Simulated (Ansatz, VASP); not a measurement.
# One calculation of Al2BP3, two programs

```
CELL_PARAMETERS angstrom
3.65430 -0.00007 -0.00054
-1.82721 3.16408 0.00045
-0.00281 0.00101 18.49286
ATOMIC_POSITIONS crystal
Al 0.33344 0.66661 0.01229
Al 0.33290 0.66614 0.33429
Al 0.33349 0.66638 0.65608
Al 0.66724 0.33426 0.83413
B 0.66630 0.33309 0.17565
B 0.66670 0.33351 0.49751
P 0.33298 0.66639 0.14186
P 0.33332 0.66667 0.46373
P 0.33389 0.66758 0.78383
P 0.66621 0.33288 0.28341
P 0.66673 0.33309 0.60527
P 0.66680 0.33339 0.96194
```

Change from the starting cell: cell x1, atoms moved at random (sigma 0.1 Å) and cell strained at random (1.5 %), then relaxed without symmetry.

Alike in both runs: functional PBE; k mesh 6 × 6 × 1; occupations gaussian, width 0.1 eV; no spin polarisation.

Ansatz relaxed the structure, and its values are those at the end. VASP's run is a single point on that final structure, the one shown.

|  | VASP | Ansatz |
| --- | --- | --- |
| version | VASP 6.6.1 | Ansatz 0.2.0 |
| potentials or method | VASP PAW PBE potentials, release 64 (Al, B, P), cutoff 520 eV | scalar-relativistic, plane waves, PAW |
| valence electrons in the cell | 48 | 48 |

```tsv
	VASP	Ansatz	Ansatz less VASP
gap on the k mesh at the Fermi level (eV)	0.92	0.92	+0.001
least direct gap on the mesh (eV)	0.92	0.92	+0.001
pressure (GPa)	-0.1	0.0	+0.11
rms of the force components (eV/Å)	0.004	0.003	-0.0007
```
